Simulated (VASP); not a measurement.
Gd:

```
Gd
1.0
     3.63600    0.00000    0.00000
    -1.81800    3.14887    0.00000
     0.00000    0.00000    5.78260
Gd
2
Direct
  0.33333 0.66667 0.25000
  0.66667 0.33333 0.75000
```

Base run:

- Program: VASP 6.6.1
- Functional: PBE
- Potentials or basis: VASP PAW PBE potentials, release 64 (Gd)
- Cutoff: 520 eV
- k mesh: 9 × 9 × 5
- Occupations: fermi-dirac, width 0.1 eV
- Spin: collinear spin, antiferromagnetic start
- Starting moments: [7.0, -7.0] μB

Its results: pressure 0.6 GPa; net moment 0.00 μB per cell; site moments Gd +6.92, -6.92 μB.

**Question.** The run is repeated on the same cell with these changes: spin from collinear spin, antiferromagnetic start to collinear spin, ferromagnetic start; moments at the start from [7.0, -7.0] to [7.0, 7.0]. What comes out?

**Answer.** Pressure 0.8 GPa; net moment 15.16 μB per cell; site moments Gd +6.96 μB.
